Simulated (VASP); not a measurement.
Here is a VASP 6.6.1 calculation.

File INCAR:

```
PREC = Accurate ; ENCUT = 600
EDIFF = 1E-6 ; ISMEAR = -1
SIGMA = 0.1 ; LREAL = F
LASPH = T ; NELM = 100
ALGO = Normal ; ISIF = 3
LWAVE = F ; LCHARG = F
GGA = PE ; IBRION = 2
NSW = 32 ; EDIFFG = -0.005
PSTRESS = 0.098
```

File KPOINTS:

```
Automatic mesh
0
Gamma
  13 13 13
```

Contents of POSCAR:

```
CdS
1.0
    3.4108020662      0.0000000000      0.0000000000
    0.0000000000      3.4108020662      0.0000000000
    0.0000000000      0.0000000000      3.4108020662
Cd S
1 1
Direct
    0.0000000000      0.0000000000      0.0000000000
    0.5000000000      0.5000000000      0.5000000000
```

Potentials or basis: VASP PAW PBE potentials, release 64 (Cd, S).

Command:

```bash
$ cat potpaw_PBE.64/Cd/POTCAR potpaw_PBE.64/S/POTCAR > POTCAR
$ mpirun -np 1 vasp_std > vasp.out
```

**Question.** Estimate the band gap on the k mesh.

**Answer.** Zero (band 9 reaches 3.78 eV, above the bottom of band 10 at 2.73 eV).

**Question.** Estimate the relaxed cell.

**Answer.** a = 3.415 Å, b = 3.415 Å, c = 3.415 Å, α = 90.00°, β = 90.00°, γ = 90.00°.

**Question.** What does it give for the relaxed volume?

**Answer.** 19.92 Å³/atom.

Step by step:
```tsv
step	energy change (eV)	largest force (eV/Å)	pressure (GPa)	volume (Å³)
1	0.0000	0.0000	0.27	39.68
2	-0.0001	0.0000	-0.04	39.86
3	-0.0001	0.0000	0.00	39.83
```

Caveat: the cell is relaxed towards a set pressure, so the enthalpy falls and the energy may rise.
